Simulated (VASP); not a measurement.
Sn, 1 atom in the cell. The structure is orthorhombic, space group Immm (No. 71). Conventional cell: a = 3.453 Å, b = 3.551 Å, c = 4.677 Å, α = 90.00°, β = 90.00°, γ = 90.00°. Within 4.7 Å of Sn (site symmetry mmm) lie 14 Sn at 3.41 to 4.68 Å. 

```yaml
Program: VASP 6.6.1
Task: single point
Functional: PBE
Potentials_or_basis: VASP PAW PBE potentials, release 64 (Sn_d)
Cutoff: 520 eV
k_mesh: 11 × 11 × 11
Occupations: gaussian, width 0.1 eV
Spin: no spin polarisation
Dipole_correction: no
Further_INCAR_settings: ALGO = Normal; EDIFF = 1e-06; NBANDS = 13
```

Potentials or basis: VASP PAW PBE potentials, release 64 (Sn_d).

Command:

```bash
$ cat potpaw_PBE.64/Sn_d/POTCAR > POTCAR
$ mpirun -np 1 vasp_std > vasp.out
```

Hardware: 1 thread of Intel(R) Xeon(R) 6975P-C (Granite Rapids), on a shared host.

Problem. How long does it take, and how much memory?

Solution. Run time: 32 s on 1 thread of Intel(R) Xeon(R) 6975P-C (Granite Rapids), on a shared host, peak memory 0.21 GiB. Counts: scf iterations 10, k points 216.
